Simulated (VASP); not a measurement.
Write the native input for VASP 6.6.1 that does the following.

```yaml
Task: single point
Functional: PBE
Potentials_or_basis: VASP PAW PBE potentials, release 64 (P)
Cutoff: 520 eV
k_mesh: 18 × 18 × 18
Occupations: fermi-dirac, width 0.1 eV
Spin: no spin polarisation
Dipole_correction: no
Further_INCAR_settings: ALGO = Normal; EDIFF = 1e-06; NBANDS = 8
```

The structure of P lies in POSCAR:

```
P
1.0
    0.0000000000      1.9049616435      1.9049616435
    1.9049616435      0.0000000000      1.9049616435
    1.9049616435      1.9049616435      0.0000000000
P
1
Direct
    0.0000000000      0.0000000000      0.0000000000
```

This isn't the form of P at room conditions, which is orthorhombic.

One way to write it, as run:

INCAR

```
SYSTEM = P
PREC = Accurate ; ENCUT = 520
EDIFF = 1E-6 ; ISMEAR = -1
SIGMA = 0.1 ; LREAL = .False.
LASPH = .True. ; NELM = 100
ALGO = Normal ; ISIF = 2
LWAVE = .False. ; LCHARG = .True.
GGA = PE ; LELF = .True.
LVHAR = .True. ; NBANDS = 8
```

KPOINTS

```
Automatic mesh
0
Gamma
  18 18 18
  0 0 0
```

Potentials or basis: VASP PAW PBE potentials, release 64 (P).

Command:

```console
$ cat potpaw_PBE.64/P/POTCAR > POTCAR
$ mpirun -np 1 vasp_std > vasp.out
```

Results of the run:

* Pressure: 5.0 GPa
* Band gap on the k mesh: zero (an odd number of electrons rules out a gap without spin polarisation)

Caveat: the cell stands under pressure.

It took 8 s on 1 thread of AMD EPYC 9R45 96-Core Processor (Zen 5) (shared host), peak memory 0.1 GiB.
